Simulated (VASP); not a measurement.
# Ag31Cl32 (a cell with a defect) in VASP: single point with PBEsol

Aim: the single point of Ag31Cl32 (a cell with a defect) with PBEsol.

Everything below comes from runs of VASP 6.6.1. Logs are shortened: lines on timing, memory, paths and dates and some standing lists are left out, and cuts for length are marked.

## Step 1: The cell of the first run

The cell holds a defect, 63 atoms: a = 10.895 Å, b = 10.895 Å, c = 10.895 Å, α = 90.00°, β = 90.00°, γ = 90.00°.

## Step 2: Single point, PBEsol

INCAR reads:

```
SYSTEM = Ag31Cl32
ALGO = Normal
EDIFF = 1E-6
ENCUT = 400
GGA = PS
GGA_COMPAT = .FALSE.
ISIF = 2
ISMEAR = -1
ISYM = -1
LASPH = .TRUE.
LCHARG = .FALSE.
LREAL = Auto
LWAVE = .FALSE.
NBANDS = 320
NELECT = 566.0
NELM = 120
PREC = Accurate
SIGMA = 0.05
```

KPOINTS reads:

```
explicit points
1
Reciprocal
  0.25000000   0.25000000   0.25000000 1
```

POSCAR reads:

```
Ag31Cl32
1.0
   10.8954980000      0.0000000000      0.0000000000
    0.0000000000     10.8954980000      0.0000000000
    0.0000000000      0.0000000000     10.8954980000
Cl Ag
32 31
Direct
    0.2477690000      0.9995800000      0.9999350000
    0.2450770000      0.0005340000      0.5004410000
    0.2450140000      0.5004740000      0.9993950000
    0.2375730000      0.5007790000      0.4998480000
    0.7521960000      0.0006220000      0.0011380000
    0.7545940000      0.0001010000      0.5001340000
    0.7536630000      0.4990280000      0.9998870000
    0.7619400000      0.5000940000      0.4993960000
    0.0009440000      0.2478630000      0.9995730000
    0.0003570000      0.2457230000      0.5007870000
    0.9987520000      0.7523430000      0.0006440000
    0.9996040000      0.7546720000      0.4997240000
    0.4998820000      0.2456700000      0.0008660000
    0.5003040000      0.2386510000      0.4995900000
    0.5008060000      0.7539440000      0.9992620000
    0.4989820000      0.7628420000      0.5004940000
    0.0003010000      0.0004510000      0.2476940000
    0.9995930000      0.9994750000      0.7531050000
    0.0004120000      0.4997520000      0.2449960000
    0.9995220000      0.5006580000      0.7543500000
    0.4999780000      0.9995470000      0.2457630000
    0.5004350000      0.0009350000      0.7553430000
    0.4996170000      0.5004120000      0.2383280000
    0.4995000000      0.4988910000      0.7615050000
    0.2498350000      0.2495120000      0.2495150000
    0.2493490000      0.2493390000      0.7505280000
    0.2500660000      0.7511180000      0.2489320000
    0.2492720000      0.7509660000      0.7507900000
    0.7516130000      0.2491420000      0.2498370000
    0.7509230000      0.2494540000      0.7505530000
    0.7511580000      0.7499210000      0.2500100000
    0.7502510000      0.7508410000      0.7505860000
    0.0000120000      0.0002330000      0.0003700000
    0.9997430000      0.0001300000      0.5005560000
    0.9992370000      0.5000290000      0.9996840000
    0.9997840000      0.5001670000      0.4996480000
    0.5000360000      0.9996210000      0.0006640000
    0.4998660000      0.0007780000      0.5007000000
    0.4991620000      0.4998330000      0.9999740000
    0.2514100000      0.2508510000      0.9999290000
    0.2537740000      0.2542720000      0.4999100000
    0.2506120000      0.7491410000      0.9998580000
    0.2524340000      0.7473920000      0.4996110000
    0.7494630000      0.2505910000      0.0002220000
    0.7467350000      0.2535910000      0.5001960000
    0.7489550000      0.7489550000      0.0003450000
    0.7456760000      0.7465430000      0.5004620000
    0.2508560000      0.0003840000      0.2510100000
    0.2510050000      0.0001650000      0.7493560000
    0.2530760000      0.5002120000      0.2527370000
    0.2530060000      0.5001100000      0.7462130000
    0.7492170000      0.9992970000      0.2515120000
    0.7492550000      0.0002130000      0.7500280000
    0.7464670000      0.4994940000      0.2529150000
    0.7460120000      0.5003490000      0.7462000000
    0.0007960000      0.2509520000      0.2511870000
    0.0001000000      0.2510350000      0.7492830000
    0.0009310000      0.7492430000      0.2510310000
    0.9998530000      0.7492670000      0.7492160000
    0.5007590000      0.2532800000      0.2533080000
    0.5001030000      0.2534300000      0.7463900000
    0.5006110000      0.7464390000      0.2536130000
    0.4997450000      0.7463490000      0.7465930000
```

Potentials or basis: VASP PAW PBE potentials, release 64 (Cl, Ag).

On the command line:

```
$ cat potpaw_PBE.64/Cl/POTCAR potpaw_PBE.64/Ag/POTCAR > POTCAR
$ mpirun -np 1 vasp_std > vasp.out
```

OUTCAR:

```text
SYSTEM = Ag31Cl32
   EDIFF = 1E-6
   ENCUT = 400
   GGA = PS
   ISIF = 2
   ISMEAR = -1
   ISYM = -1
   LASPH = .TRUE.
   LREAL = Auto
   NELECT = 566.0
   NELM = 120
   PREC = Accurate

 ion  position               nearest neighbor table
   1  0.248  1.000  1.000-  33 2.70  42 2.73  49 2.73  48 2.74  40 2.74  37 2.75
   2  0.245  0.001  0.500-  34 2.67  49 2.71  48 2.72  43 2.76  41 2.77  38 2.78
   3  0.245  0.500  0.999-  35 2.68  42 2.71  40 2.72  51 2.76  50 2.76  39 2.77
   4  0.238  0.501  0.500-  36 2.59  51 2.69  41 2.69  43 2.69  50 2.70
   5  0.752  0.001  0.001-  33 2.70  44 2.72  52 2.73  53 2.74  46 2.74  37 2.75
   6  0.755  0.000  0.500-  34 2.67  52 2.71  53 2.72  45 2.76  47 2.76  38 2.78
   7  0.754  0.499  1.000-  35 2.68  44 2.71  46 2.72  54 2.76  55 2.77  39 2.77
   8  0.762  0.500  0.499-  36 2.59  54 2.69  45 2.69  47 2.69  55 2.69
   9  0.001  0.248  1.000-  33 2.70  57 2.73  40 2.73  44 2.74  56 2.74  35 2.75
  10  0.000  0.246  0.501-  34 2.68  57 2.71  56 2.72  41 2.76  45 2.76  36 2.77
  11  0.999  0.752  0.001-  33 2.70  46 2.72  58 2.73  59 2.74  42 2.74  35 2.75
  12  1.000  0.755  0.500-  34 2.67  58 2.71  59 2.72  43 2.76  47 2.77  36 2.77
  13  0.500  0.246  0.001-  37 2.68  40 2.71  44 2.72  60 2.75  39 2.77  61 2.77
  14  0.500  0.239  0.500-  38 2.59  60 2.69  45 2.69  41 2.69  61 2.69
  15  0.501  0.754  0.999-  37 2.68  46 2.70  42 2.73  63 2.75  39 2.77  62 2.77
  16  0.499  0.763  0.500-  38 2.59  63 2.69  43 2.69  47 2.69  62 2.70
  17  0.000  0.000  0.248-  33 2.69  56 2.73  48 2.73  52 2.74  58 2.74  34 2.76
  18  1.000  0.999  0.753-  33 2.69  59 2.73  53 2.73  49 2.74  57 2.74  34 2.75
  19  0.000  0.500  0.245-  35 2.67  56 2.71  58 2.72  50 2.75  54 2.77  36 2.77
  20  1.000  0.501  0.754-  35 2.67  59 2.71  57 2.72  51 2.76  55 2.76  36 2.78
  21  0.500  1.000  0.246-  37 2.67  48 2.71  52 2.72  62 2.76  60 2.77  38 2.78
  22  0.500  0.001  0.755-  37 2.67  53 2.71  49 2.72  61 2.75  38 2.77  63 2.78
  23  0.500  0.500  0.238-  39 2.60  62 2.69  50 2.69  54 2.69  60 2.70
  24  0.499  0.499  0.762-  39 2.60  61 2.68  51 2.69  55 2.69  63 2.70
  25  0.250  0.250  0.250-  56 2.71  48 2.71  40 2.72  41 2.73  50 2.73  60 2.73
  26  0.249  0.249  0.751-  49 2.71  57 2.72  40 2.72  41 2.73  61 2.73  51 2.73
  27  0.250  0.751  0.249-  42 2.71  58 2.71  48 2.72  62 2.73  43 2.73  50 2.73
  28  0.249  0.751  0.751-  42 2.71  49 2.72  59 2.72  63 2.73  51 2.73  43 2.74
  29  0.752  0.249  0.250-  56 2.72  44 2.72  52 2.72  54 2.73  45 2.73  60 2.73
  30  0.751  0.249  0.751-  57 2.71  53 2.72  44 2.72  45 2.73  61 2.73  55 2.73
[... 31 lines left out ...]
  62  0.501  0.746  0.254-  23 2.69  16 2.70  31 2.73  27 2.73  21 2.76  15 2.77
  63  0.500  0.746  0.747-  16 2.69  24 2.70  28 2.73  32 2.73  15 2.75  22 2.78

IMPORTANT INFORMATION: All symmetrisations will be switched off!
NOSYMM: (Re-)initialisation of all symmetry stuff for point group C_1.

----------------------------------------------------------------------------------------

                                     Primitive cell

  volume of cell :    1293.4250

  direct lattice vectors                    reciprocal lattice vectors
    10.895498000  0.000000000  0.000000000     0.091781027  0.000000000  0.000000000
     0.000000000 10.895498000  0.000000000     0.000000000  0.091781027  0.000000000
     0.000000000  0.000000000 10.895498000     0.000000000  0.000000000  0.091781027

  length of vectors
    10.895498000 10.895498000 10.895498000     0.091781027  0.091781027  0.091781027

  position of ions in fractional coordinates (direct lattice)
     0.247769000  0.999580000  0.999935000
     0.245077000  0.000534000  0.500441000
     0.245014000  0.500474000  0.999395000
     0.237573000  0.500779000  0.499848000
     0.752196000  0.000622000  0.001138000
     0.754594000  0.000101000  0.500134000
[... 55 lines left out ...]
     0.500611000  0.746439000  0.253613000
     0.499745000  0.746349000  0.746593000

  ion indices of the primitive-cell ions
   primitive index   ion index
                 1           1
                 2           2
                 3           3
                 4           4
                 5           5
                 6           6
[... 55 lines left out ...]
                62          62
                63          63

----------------------------------------------------------------------------------------

 KPOINTS: explicit points

Read explicit list of k-points.

 Found      1 k-points:

 Following reciprocal coordinates:
            Coordinates               Weight
  0.250000  0.250000  0.250000      1.000000
   k-points           NKPTS =      1   k-points in BZ     NKDIM =      1   number of bands    NBANDS=    320
   number of dos      NEDOS =    301   number of ions     NIONS =     63
   total plane-waves  NPLWV = 373248
   dimension x,y,z NGX =    72 NGY =   72 NGZ =   72
   dimension x,y,z NGXF=   144 NGYF=  144 NGZF=  144
   ions per type =              32  31
   NGX,Y,Z   is equivalent  to a cutoff of  10.99, 10.99, 10.99 a.u.
   NGXF,Y,Z  is equivalent  to a cutoff of  21.97, 21.97, 21.97 a.u.
 SYSTEM =  Ag31Cl32
   PREC   = accura    normal or accurate (medium, high low for compatibility)
   ISTART =      0    job   : 0-new  1-cont  2-samecut
   ICHARG =      2    charge: 1-file 2-atom 10-const
   ISPIN  =      1    spin polarized calculation?
   LNONCOLLINEAR =      F non collinear calculations
   LSORBIT =      F    spin-orbit coupling
   LASPH  =      T    aspherical Exc in radial PAW
   ENCUT  =  400.0 eV  29.40 Ry    5.42 a.u.  17.77 17.77 17.77*2*pi/ulx,y,z
   NELM   =    120;   NELMIN=  2; NELMDL= -5     # of ELM steps
   EDIFF  = 0.1E-05   stopping-criterion for ELM
   LREAL  =      T    real-space projection
   EDIFFG = 0.1E-04   stopping-criterion for IOM
   NSW    =      0    number of steps for IOM
   IBRION =     -1    ionic relax: 0-MD 1-quasi-New 2-CG
   NFREE  =      0    steps in history (QN), initial steepest desc. (CG)
   ISIF   =      2    stress and relaxation
   ISYM   =     -1    0-nonsym 1-usesym 2-fastsym
   POTIM  = 0.5000    time-step for ionic-motion
   TEBEG  =    0.0;   TEEND  =   0.0 temperature during run
   PSTRESS=    0.0 pullay stress
   NELECT =     566.0000    total number of electrons
   NUPDOWN=      -1.0000    fix difference up-down
   EMIN   =  10.00;   EMAX   =-10.00  energy-range for DOS
   EFERMI =   0.00;   METHOD = LEGACY
   ISMEAR =    -1;   SIGMA  =   0.05  broadening in eV -4-tet -1-fermi 0-gaus
   EFERMI_NEDOS =   21; number of points for ismear=-14 and -15
   IALGO  =     38    algorithm
   IMIX   =      4    mixing-type and parameters
     AMIX     =   0.40;   BMIX     =  1.00
     AMIX_MAG =   1.60;   BMIX_MAG =  1.00
  volume/ion in A,a.u.               =      20.53       138.55
  Fermi-wavevector in a.u.,A,eV,Ry     =   1.242892  2.348724 21.017999  1.544779
  Thomas-Fermi vector in A             =   2.377226
   LORBIT       =      0    0 simple, 1 ext, 2 COOP (PROOUT), +10 PAW based schemes
   GGA     = PS    functional components
   LHFCALC =     F    Hartree Fock is set to
   AEXX    =    0.0000 exact exchange contribution
   IVDW    =     0    specifies the selected vdW correction
   LEPSILON=     F    determine dielectric tensor
   LRPA    =     F    only Hartree local field effects (RPA)
 non-spin polarized calculation
  energy-cutoff  :      400.00
  volume of cell :     1293.43
 maximum number of plane-waves:     23502
 NGX is ok and might be reduce to    72
   NGX = 35   NGY = 35   NGZ = 35

 number of electron     565.9999778 magnetization

 Free energy of the ion-electron system (eV)
  ---------------------------------------------------
  ext. energy  EPLUGINS =         0.00000000
  ---------------------------------------------------
  free energy    TOTEN  =      -186.46197547 eV

  energy without entropy =     -186.46197531  energy(sigma->0) =     -186.46197539

 E-fermi :   4.9467     XC(G=0): -10.3882

 val. band max:        4.0363662995   @ k =   0.2500   0.2500   0.2500
 cond. band min:       5.7953239383   @ k =   0.2500   0.2500   0.2500
 fundamental gap:      1.7589576388
 Fermi energy:         4.9466765639

 k-point     1 :       0.2500    0.2500    0.2500
  band No.  band energies     occupation
      1     -11.1992      2.00000
      2     -11.0469      2.00000
      3     -11.0461      2.00000
      4     -11.0312      2.00000
      5     -10.9244      2.00000
      6     -10.9232      2.00000
[... 287 lines left out ...]
    294       7.9857      0.00000
    295       7.9859      0.00000
 [bands above 295 left out]

------------------------ aborting loop because EDIFF is reached ----------------------------------------

  FORCE on cell =-STRESS in cart. coord.  units (eV):
  Direction    XX          YY          ZZ          XY          YZ          ZX
  --------------------------------------------------------------------------------------
  -------------------------------------------------------------------------------------
  Total        8.9043943      8.8805164      8.8883569     -0.4315301     -0.4124823     -0.4154324
  in kB       11.0299542     11.0003764     11.0100885     -0.5345402     -0.5109456     -0.5145999
  external PRESSURE =      11.0134731 kB  Pullay stress =       0.0000000 kB

 VOLUME and BASIS-vectors are now :
 -----------------------------------------------------------------------------
  energy-cutoff  :      400.00
  volume of cell :     1293.43
      direct lattice vectors                 reciprocal lattice vectors
    10.895498000  0.000000000  0.000000000     0.091781027  0.000000000  0.000000000
     0.000000000 10.895498000  0.000000000     0.000000000  0.091781027  0.000000000
     0.000000000  0.000000000 10.895498000     0.000000000  0.000000000  0.091781027

 POSITION                                       TOTAL-FORCE (eV/Angst)
 -----------------------------------------------------------------------------------
      2.69957     10.89092     10.89479         0.016438     -0.001888      0.000867
      2.67024      0.00582      5.45255         0.019380      0.001378     -0.000045
      2.66955      5.45291     10.88891         0.017950      0.002397     -0.000306
      2.58848      5.45624      5.44609         0.022375      0.003642      0.002663
      8.19555      0.00678      0.01240        -0.013187     -0.004614     -0.004322
      8.22168      0.00110      5.44921        -0.020794     -0.003438      0.003034
[... 55 lines left out ...]
      5.45441      8.13282      2.76324         0.000164      0.002605     -0.002441
      5.44497      8.13184      8.13450         0.000977      0.001777      0.001131
 -----------------------------------------------------------------------------------
    total drift:                                0.003160      0.001595      0.005560

  FREE ENERGIE OF THE ION-ELECTRON SYSTEM (eV)
  ---------------------------------------------------
  free  energy   TOTEN  =      -186.4619754702 eV

  energy  without entropy=     -186.4619753091  energy(sigma->0) =     -186.46197539
```

Wall time 7.9 min (1 thread of Intel Xeon Platinum 8375C at 2.90GHz (Ice Lake), shared host); peak memory 0.82 GiB.

Results:

```
Free energy   : -186.4620 eV
Largest force : 0.023 eV/Å
```

Forces in eV/Å, atoms in the order of the input:
```
Cl   0.016 -0.002  0.001
Cl   0.019  0.001  0.000
Cl   0.018  0.002  0.000
Cl   0.022  0.004  0.003
Cl  -0.013 -0.005 -0.004
Cl  -0.021 -0.003  0.003
Cl  -0.012  0.004 -0.003
Cl  -0.020 -0.001  0.003
Cl  -0.002  0.014  0.003
Cl  -0.001  0.012 -0.003
Cl   0.005 -0.014 -0.004
Cl   0.002 -0.013 -0.001
Cl   0.000  0.010 -0.001
Cl  -0.001  0.010 -0.001
Cl  -0.006 -0.013  0.001
Cl   0.000 -0.018  0.000
Cl   0.001 -0.001  0.021
Cl   0.001  0.000 -0.021
Cl  -0.001  0.002  0.018
Cl  -0.003  0.002 -0.015
Cl   0.002 -0.004  0.018
Cl  -0.002 -0.001 -0.022
Cl   0.002  0.003  0.016
Cl   0.001  0.010 -0.014
Cl   0.002  0.004  0.001
Cl   0.002  0.002 -0.001
Cl  -0.001 -0.003 -0.002
Cl   0.003 -0.003 -0.001
Cl  -0.005  0.003 -0.001
Cl  -0.003  0.004  0.001
Cl  -0.007  0.001 -0.002
Cl  -0.006 -0.005 -0.001
Ag   0.000 -0.002  0.002
Ag   0.001  0.004 -0.002
Ag  -0.001  0.001 -0.002
Ag  -0.003  0.000 -0.001
Ag  -0.002  0.003 -0.002
Ag  -0.001 -0.001  0.000
Ag   0.001 -0.001 -0.002
Ag  -0.001  0.002  0.000
Ag  -0.004 -0.005  0.001
Ag   0.002 -0.001 -0.001
Ag   0.004 -0.001  0.005
Ag   0.000  0.002 -0.001
Ag   0.005 -0.004  0.000
Ag   0.001 -0.002  0.001
Ag   0.005  0.005 -0.003
Ag   0.004  0.001  0.004
Ag   0.001  0.001 -0.004
Ag   0.003 -0.001  0.004
Ag  -0.002  0.001  0.000
Ag   0.000  0.003  0.003
Ag  -0.002 -0.001 -0.005
Ag   0.001  0.000  0.000
Ag   0.004 -0.003  0.002
Ag  -0.003  0.000  0.000
Ag   0.001  0.001 -0.001
Ag  -0.007 -0.003  0.003
Ag   0.000 -0.002  0.000
Ag   0.000  0.002 -0.002
Ag   0.001 -0.007  0.009
Ag   0.000  0.003 -0.002
Ag   0.001  0.002  0.001
```

Caveat: the cell carries a net charge on a neutralising background, which shifts energy and pressure; the cell is charged against a uniform background, so pressure and absolute levels hang on convention; the PAW data sets were made with another functional, which shifts forces and pressure a little.
